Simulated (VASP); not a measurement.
Wanted: the native input for a VASP 6.6.1 run.

```
Task                   : single point
Functional             : PBE
Potentials or basis    : VASP PAW PBE potentials, release 64 (Al, Pt)
Cutoff                 : 520 eV
k mesh                 : 3 × 3 × 1
Occupations            : fermi-dirac, width 0.15 eV
Spin                   : no spin polarisation
Dipole correction      : no
Further INCAR settings : ALGO = Normal; EDIFF = 1e-06; NBANDS = 35
```

The structure of Al12Pt lies in POSCAR:

```
Al12Pt
1.0
    5.7275650000      0.0000000000      0.0000000000
    2.8637820000      4.9602170000      0.0000000000
    0.0000000000      0.0000000000     16.6765370000
Al Pt
12 1
Direct
    0.1666666208      0.1666667003      0.0599644878
    0.6666667081      0.1666667003      0.0599644878
    0.1666666712      0.6666665995      0.0599644878
    0.6666667585      0.6666665995      0.0599644878
   -0.1545380341      0.3267338909      0.2039082215
    0.3321780622      0.3336327826      0.1988090813
   -0.1544545599      0.8272021164      0.2038840558
    0.3406159946      0.8294663318      0.1970371307
    0.0027764955     -0.0013711094      0.3498046387
    0.5133434846      0.0212871735      0.3340529871
   -0.0142863355      0.5069229834      0.3493312790
    0.5125863509      0.4653536327      0.3339988392
    0.4121993271      0.7936632611      0.4324234102
```

One way to write it, as run:

INCAR

```
PREC     = Accurate       # precision mode
ENCUT    = 520            # plane-wave cutoff, eV
EDIFF    = 1E-6           # SCF threshold, eV
ISMEAR   = -1             # smearing method
SIGMA    = 0.15           # smearing width, eV
LREAL    = False          # projectors in reciprocal space
LASPH    = True           # aspherical terms in the spheres
NELM     = 60             # most SCF steps
ALGO     = Normal         # electronic algorithm
ISIF     = 2              # what is computed and relaxed
LWAVE    = False          # write WAVECAR
LCHARG   = True           # write CHGCAR
GGA      = PE             # functional
LELF     = True           # ELF
LVHAR    = True         
NBANDS   = 35             # bands
```

KPOINTS

```
Automatic mesh
0
Gamma
  3 3 1
```

Potentials or basis: VASP PAW PBE potentials, release 64 (Al, Pt).

The run is started by

```bash
$ cat potpaw_PBE.64/Al/POTCAR potpaw_PBE.64/Pt/POTCAR > POTCAR
$ mpirun -np 1 vasp_std > vasp.out
```

Results of the run:

```yaml
Largest_force: 0.194 eV/Å
Band_gap_on_the_k_mesh: zero (band 23 reaches 1.49 eV, above the bottom of band 24 at 1.40 eV)
```

Caveat: the k points lie up to 0.42 Å⁻¹ apart; spin-orbit coupling is left out, which moves the levels of the heavy elements.

Wall time 99 s on 1 thread of Intel(R) Xeon(R) 6975P-C (Granite Rapids), with other jobs on the host, peak memory 0.6 GiB.
